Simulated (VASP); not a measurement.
# Au (Pm-3m) in VASP: further runs, part 2 of 2

VASP 6.6.1. Earlier steps stand in the parts before.

## (3) Single point, BLYP

This run uses another cell than the first one, of 22.33 Å³/atom, 1.219 times its volume.

Input file INCAR:

```
  AGGAC = 1.0
  AGGAX = 1.0
  ALDAC = 0.0
  ALDAX = 1.0
  ALGO = Normal
  EDIFF = 1E-7
  ENCUT = 520
  GGA = B5
  ISIF = 2
  ISMEAR = -1
  LASPH = T
  LCHARG = T
  LELF = T
  LREAL = F
  LVHAR = T
  LWAVE = F
  NBANDS = 12
  NELM = 80
  PREC = Accurate
  SIGMA = 0.1
```

Input file KPOINTS:

```
k-points
0
Gamma
  18 18 18
```

Input file POSCAR:

```
Au
1.0
    2.8158885619      0.0000000000      0.0000000000
    0.0000000000      2.8158885619      0.0000000000
    0.0000000000      0.0000000000      2.8158885619
Au
1
Direct
    0.0000000000      0.0000000000      0.0000000000
```

Potentials or basis: VASP PAW PBE potentials, release 64 (Au).

Command:

```bash
$ cat potpaw_PBE.64/Au/POTCAR > POTCAR
$ mpirun -np 1 vasp_std > vasp.out
```

OUTCAR:

```text
EDIFF = 1E-7
   ENCUT = 520
   GGA = B5
   ISIF = 2
   ISMEAR = -1
   LASPH = T
   LREAL = F
   NELM = 80
   PREC = Accurate

 ion  position               nearest neighbor table
   1  0.000  0.000  0.000-

  LATTYP: Found a simple cubic cell.
 ALAT       =     2.8158885619

  Lattice vectors:

 A1 = (   2.8158885619,   0.0000000000,   0.0000000000)
 A2 = (   0.0000000000,   2.8158885619,   0.0000000000)
 A3 = (   0.0000000000,   0.0000000000,   2.8158885619)

Analysis of symmetry for initial positions (statically):
=====================================================================
 Subroutine PRICEL returns:
 Original cell was already a primitive cell.

 Routine SETGRP: Setting up the symmetry group for a
 simple cubic supercell.

 Subroutine GETGRP returns: Found 48 space group operations
 (whereof 48 operations were pure point group operations)
 out of a pool of 48 trial point group operations.

The static configuration has the point symmetry O_h .

Analysis of symmetry for dynamics (positions and initial velocities):
=====================================================================
 Subroutine PRICEL returns:
 Original cell was already a primitive cell.

 Routine SETGRP: Setting up the symmetry group for a
 simple cubic supercell.

 Subroutine GETGRP returns: Found 48 space group operations
 (whereof 48 operations were pure point group operations)
 out of a pool of 48 trial point group operations.

The dynamic configuration has the point symmetry O_h .

 Subroutine INISYM returns: Found 48 space group operations
 (whereof 48 operations are pure point group operations),
 and found     1 'primitive' translations

----------------------------------------------------------------------------------------

                                     Primitive cell

  volume of cell :      22.3278

  direct lattice vectors                    reciprocal lattice vectors
[... 107 lines left out ...]
  Fermi-wavevector in a.u.,A,eV,Ry     =   1.292975  2.443369 22.746021  1.671785
  Thomas-Fermi vector in A             =   2.424650
   LORBIT       =      0    0 simple, 1 ext, 2 COOP (PROOUT), +10 PAW based schemes
   GGA     = B5    functional components
   LHFCALC =     F    Hartree Fock is set to
   AEXX    =    0.0000 exact exchange contribution
   IVDW    =     0    specifies the selected vdW correction
   LEPSILON=     F    determine dielectric tensor
   LRPA    =     F    only Hartree local field effects (RPA)
 non-spin polarized calculation
  energy-cutoff  :      520.00
  volume of cell :       22.33
 maximum number of plane-waves:       624
 NGX is ok and might be reduce to    24
   NGX = 11   NGY = 11   NGZ = 11

 number of electron      11.0000000 magnetization

 Free energy of the ion-electron system (eV)
  ---------------------------------------------------
  ext. energy  EPLUGINS =         0.00000000
  ---------------------------------------------------
  free energy    TOTEN  =        -2.43918431 eV

  energy without entropy =       -2.42951655  energy(sigma->0) =       -2.43435043

 E-fermi :   5.9093     XC(G=0): -10.4114

 val. band max:        5.9057242085   @ k =   0.3333   0.3333   0.2222
 cond. band min:       5.9326990959   @ k =   0.5000   0.0000   0.0000
 fundamental gap:      0.0269748874
 Fermi energy:         5.9093404520

 k-point     1 :       0.0000    0.0000    0.0000
  band No.  band energies     occupation
      1      -1.2452      2.00000
      2       0.7047      2.00000
      3       0.7047      2.00000
      4       4.3979      2.00000
      5       4.3979      2.00000
      6       4.3979      2.00000
      7      19.2882      0.00000
      8      19.2882      0.00000
      9      19.2882      0.00000
     10      24.2933      0.00000
     11      26.4132      0.00000
     12      26.4132      0.00000
[... 331 lines left out ...]
 k-point    24 :       0.3333    0.1111    0.0000
  band No.  band energies     occupation
      1       0.4881      2.00000
      2       1.1613      2.00000
      3       2.7846      2.00000
      4       3.4525      2.00000
      5       3.7165      2.00000
      6       4.3332      2.00000
      7      11.4432      0.00000
      8      20.0429      0.00000
      9      22.9550      0.00000
     10      23.3782      0.00000
     11      25.6914      0.00000
     12      29.9522      0.00000

 [... further k-points ...]
[... 5 lines left out ...]
  --------------------------------------------------------------------------------------
  -------------------------------------------------------------------------------------
  Total        0.0551870      0.0551870      0.0551870     -0.0000000      0.0000000     -0.0000000
  in kB        3.9600531      3.9600531      3.9600531     -0.0000000      0.0000000     -0.0000000
  external PRESSURE =       3.9600531 kB  Pullay stress =       0.0000000 kB

 VOLUME and BASIS-vectors are now :
 -----------------------------------------------------------------------------
  energy-cutoff  :      520.00
  volume of cell :       22.33
      direct lattice vectors                 reciprocal lattice vectors
     2.815888562  0.000000000  0.000000000     0.355127690  0.000000000  0.000000000
     0.000000000  2.815888562  0.000000000     0.000000000  0.355127690  0.000000000
     0.000000000  0.000000000  2.815888562     0.000000000  0.000000000  0.355127690

 POSITION                                       TOTAL-FORCE (eV/Angst)
 -----------------------------------------------------------------------------------
      0.00000      0.00000      0.00000         0.000000      0.000000      0.000000
 -----------------------------------------------------------------------------------
    total drift:                                0.000000     -0.000000      0.000000

  FREE ENERGIE OF THE ION-ELECTRON SYSTEM (eV)
  ---------------------------------------------------
  free  energy   TOTEN  =        -2.4391843120 eV

  energy  without entropy=       -2.4295165460  energy(sigma->0) =       -2.43435043
```

It took 29 s on 1 thread of Intel Xeon 6975P-C, shared host; peak memory 0.18 GiB.

What came out:

* Free energy: -2.4392 eV
* Pressure: 0.4 GPa

Levels at points of the mesh, in eV from the Fermi level:
```tsv
k point	band 1	band 2	band 3	band 4	band 5	band 6	band 7	band 8	band 9	band 10
(0.00, 0.00, 0.00)	-7.15	-5.20	-5.20	-1.51	-1.51	-1.51	13.38	13.38	13.38	18.38
(0.50, 0.00, 0.00)	-5.30	-4.86	-2.76	-2.76	-1.39	0.02	1.68	16.36	18.08	18.08
(0.50, 0.50, 0.00)	-5.08	-4.57	-2.54	-2.54	-0.49	3.90	3.90	5.61	11.45	20.16
(0.50, 0.50, 0.50)	-4.52	-4.52	-4.52	-0.41	-0.41	8.03	8.03	8.03	10.66	10.76
```

Caveat: the PAW data sets were made with another functional, which shifts forces and pressure a little; spin-orbit coupling is left out, which moves the levels of the heavy elements.
